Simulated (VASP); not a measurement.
# CaO (Cmcm) in VASP: notebook, part 3 of 5

VASP 6.6.1.

### 4 Single point, PBE

INCAR

```
SYSTEM = CaO
PREC     = Accurate       ! precision mode
ENCUT    = 520            ! plane-wave cutoff, eV
EDIFF    = 1E-7           ! SCF threshold, eV
ISMEAR   = 0              ! smearing method
SIGMA    = 0.05           ! smearing width, eV
LREAL    = .FALSE.        ! projectors in reciprocal space
LASPH    = .TRUE.         ! aspherical terms in the spheres
NELM     = 60             ! most SCF steps
ALGO     = Normal         ! electronic algorithm
ISIF     = 2              ! what is computed and relaxed
LWAVE    = .FALSE.        ! write WAVECAR
LCHARG   = .TRUE.         ! write CHGCAR
GGA      = PE             ! functional
LELF     = .TRUE.         ! ELF
LVHAR    = .TRUE.       
NBANDS   = 24             ! bands
```

KPOINTS

```
Automatic mesh
0
G
  9 9 6
  0 0 0
```

POSCAR

```
CaO
1.0
    3.8042400726      0.0000000000      0.0000000000
   -1.9021200363      3.5491307126      0.0000000000
    0.0000000000      0.0000000000      4.9361256247
Ca O
2 2
Direct
    0.3333333333      0.6666666667      0.7500000000
    0.6666666667      0.3333333333      0.2500000000
    0.3333333333      0.6666666667      0.2500000000
    0.6666666667      0.3333333333      0.7500000000
```

Potentials or basis: VASP PAW PBE potentials, release 64 (Ca_sv, O).

On the command line:

```console
cat potpaw_PBE.64/Ca_sv/POTCAR potpaw_PBE.64/O/POTCAR > POTCAR
mpirun -np 1 vasp_std > vasp.out
```

OUTCAR:

```text
SYSTEM = CaO
   PREC = Accurate
   ENCUT = 520
   EDIFF = 1E-7
   ISMEAR = 0
   LREAL = .FALSE.
   LASPH = .TRUE.
   NELM = 60
   ISIF = 2
   GGA = PE

 ion  position               nearest neighbor table
   1  0.333  0.667  0.750-   4 2.24   4 2.24   4 2.37   3 2.47   3 2.47
   2  0.667  0.333  0.250-   3 2.24   3 2.24   3 2.37   4 2.47   4 2.47
   3  0.333  0.667  0.250-   2 2.24   2 2.24   2 2.37   1 2.47   1 2.47
   4  0.667  0.333  0.750-   1 2.24   1 2.24   1 2.37   2 2.47   2 2.47

  LATTYP: Found a base centered orthorhombic cell.
 ALAT       =     3.8042400726
 B/A-ratio  =     1.8658815663
 C/A-ratio  =     1.2975326295

  Lattice vectors:

 A1 = (   1.9021200363,  -3.5491307126,   0.0000000000)
 A2 = (   1.9021200363,   3.5491307126,   0.0000000000)
 A3 = (   0.0000000000,   0.0000000000,   4.9361256247)

Analysis of symmetry for initial positions (statically):
=====================================================================
 Subroutine PRICEL returns:
 Original cell was already a primitive cell.

 Routine SETGRP: Setting up the symmetry group for a
 base centered orthorhombic supercell.

 Subroutine GETGRP returns: Found  8 space group operations
 (whereof  4 operations were pure point group operations)
 out of a pool of  8 trial point group operations.

The static configuration has the point symmetry C_2h.
 The point group associated with its full space group is D_2h.

Analysis of symmetry for dynamics (positions and initial velocities):
=====================================================================
 Subroutine PRICEL returns:
 Original cell was already a primitive cell.

 Routine SETGRP: Setting up the symmetry group for a
 base centered orthorhombic supercell.

 Subroutine GETGRP returns: Found  8 space group operations
 (whereof  4 operations were pure point group operations)
 out of a pool of  8 trial point group operations.

The dynamic configuration has the point symmetry C_2h.
 The point group associated with its full space group is D_2h.

 Subroutine INISYM returns: Found  8 space group operations
[... 117 lines left out ...]
   EFERMI_NEDOS =   21; number of points for ismear=-14 and -15
   IALGO  =     38    algorithm
   IMIX   =      4    mixing-type and parameters
     AMIX     =   0.40;   BMIX     =  1.00
     AMIX_MAG =   1.60;   BMIX_MAG =  1.00
  volume/ion in A,a.u.               =      16.66       112.44
  Fermi-wavevector in a.u.,A,eV,Ry     =   1.281935  2.422507 22.359246  1.643358
  Thomas-Fermi vector in A             =   2.414276
   LORBIT       =      0    0 simple, 1 ext, 2 COOP (PROOUT), +10 PAW based schemes
   GGA     = PE    functional components
   LHFCALC =     F    Hartree Fock is set to
   AEXX    =    0.0000 exact exchange contribution
   IVDW    =     0    specifies the selected vdW correction
   LEPSILON=     F    determine dielectric tensor
   LRPA    =     F    only Hartree local field effects (RPA)
 non-spin polarized calculation
 Gauss-broadening in eV      SIGMA  =   0.05
  energy-cutoff  :      520.00
  volume of cell :       66.65
 maximum number of plane-waves:      1812
   NGX = 15   NGY = 15   NGZ = 19

 number of electron      31.9999998 magnetization

 Free energy of the ion-electron system (eV)
  ---------------------------------------------------
  ext. energy  EPLUGINS =         0.00000000
  ---------------------------------------------------
  free energy    TOTEN  =       -25.27440499 eV

  energy without entropy =      -25.27440499  energy(sigma->0) =      -25.27440499

 E-fermi :   1.4614     XC(G=0):  -9.3620

 val. band max:        1.2345508434   @ k =   0.0000   0.0000   0.0000
 cond. band min:       4.4672324022   @ k =   0.0000   0.0000   0.0000
 fundamental gap:      3.2326815588
 Fermi energy:         1.4613595306

 k-point     1 :       0.0000    0.0000    0.0000
  band No.  band energies     occupation
      1     -36.3858      2.00000
      2     -36.2714      2.00000
      3     -17.7242      2.00000
      4     -17.4666      2.00000
      5     -17.4614      2.00000
      6     -17.3074      2.00000
[... 637 lines left out ...]
     23       9.5732      0.00000
     24       9.6158      0.00000

 [... further k-points ...]
[... 5 lines left out ...]
  --------------------------------------------------------------------------------------
  -------------------------------------------------------------------------------------
  Total        2.3666461     -0.1917530     -1.0509920      0.0000000     -0.0000000      0.0000000
  in kB       56.8941733     -4.6097427    -25.2658479      0.0000000     -0.0000000      0.0000000
  external PRESSURE =       9.0061942 kB  Pullay stress =       0.0000000 kB

 VOLUME and BASIS-vectors are now :
 -----------------------------------------------------------------------------
  energy-cutoff  :      520.00
  volume of cell :       66.65
      direct lattice vectors                 reciprocal lattice vectors
     3.804240073  0.000000000  0.000000000     0.262864588  0.140879568  0.000000000
    -1.902120036  3.549130713  0.000000000     0.000000000  0.281759135  0.000000000
     0.000000000  0.000000000  4.936125625     0.000000000  0.000000000  0.202588037

 POSITION                                       TOTAL-FORCE (eV/Angst)
 -----------------------------------------------------------------------------------
     -0.00000      2.36609      3.70209        -0.000000      0.463648      0.000000
      1.90212      1.18304      1.23403         0.000000     -0.463648      0.000000
     -0.00000      2.36609      1.23403        -0.000000      0.372608     -0.000000
      1.90212      1.18304      3.70209         0.000000     -0.372608     -0.000000
 -----------------------------------------------------------------------------------
    total drift:                                0.000000     -0.000000      0.000000

  FREE ENERGIE OF THE ION-ELECTRON SYSTEM (eV)
  ---------------------------------------------------
  free  energy   TOTEN  =       -25.2744049858 eV

  energy  without entropy=      -25.2744049858  energy(sigma->0) =      -25.27440499
```

OSZICAR:

```text
N       E                     dE             d eps       ncg     rms          rms(c)
DAV:   1     0.321838584342E+03    0.32184E+03   -0.16392E+04  4800   0.133E+03
DAV:   2    -0.341629722701E+01   -0.32525E+03   -0.30805E+03  5536   0.387E+02
DAV:   3    -0.291114360353E+02   -0.25695E+02   -0.25510E+02  7712   0.104E+02
DAV:   4    -0.300138185225E+02   -0.90238E+00   -0.90065E+00  6824   0.173E+01
DAV:   5    -0.300370831134E+02   -0.23265E-01   -0.23263E-01  6792   0.201E+00    0.132E+01
DAV:   6    -0.253896104909E+02    0.46475E+01   -0.22188E+01  6824   0.302E+01    0.547E+00
DAV:   7    -0.253148749675E+02    0.74736E-01   -0.25472E+00  6320   0.105E+01    0.284E+00
DAV:   8    -0.252834676426E+02    0.31407E-01   -0.37370E-01  6632   0.467E+00    0.976E-01
DAV:   9    -0.252706245477E+02    0.12843E-01   -0.10918E-01  6152   0.198E+00    0.229E-01
DAV:  10    -0.252745700371E+02   -0.39455E-02   -0.10959E-02  5264   0.709E-01    0.146E-01
DAV:  11    -0.252745947393E+02   -0.24702E-04   -0.65722E-03  6208   0.439E-01    0.111E-01
DAV:  12    -0.252744008709E+02    0.19387E-03   -0.11932E-03  5512   0.246E-01    0.113E-02
DAV:  13    -0.252744040105E+02   -0.31396E-05   -0.50183E-05  6536   0.542E-02    0.648E-03
DAV:  14    -0.252744053024E+02   -0.12919E-05   -0.61772E-06  6464   0.159E-02    0.235E-03
DAV:  15    -0.252744050329E+02    0.26945E-06   -0.39941E-07  6088   0.506E-03    0.666E-04
DAV:  16    -0.252744049858E+02    0.47123E-07   -0.31587E-08  3856   0.155E-03
   1 F= -.25274405E+02 E0= -.25274405E+02  d E =-.671976E-13
```

Run time: 5 min. Hardware: 1 thread of AMD EPYC 7R43 (Zen 3), shared host; peak memory 0.23 GiB.

What came out:

```yaml
Free_energy: -25.2744 eV
Pressure: 0.9 GPa
Largest_force: 0.464 eV/Å
Band_gap_on_the_k_mesh: 3.23 eV, direct
```

Forces in eV/Å, atoms in the order of the input:
```
Ca   0.000  0.464  0.000
Ca   0.000 -0.464  0.000
O    0.000  0.373  0.000
O    0.000 -0.373  0.000
```

Stress tensor (GPa, compression positive):
```
 5.69  0.00  0.00
 0.00 -0.46  0.00
 0.00  0.00 -2.53
```

Caveat: the cell differs from its parent crystal (strain +e along x and -e along y -0.0367, strain +e along z and -e/2 along x and y +0.0267). A k mesh can miss the band edges.

[end of part 3 of 5]
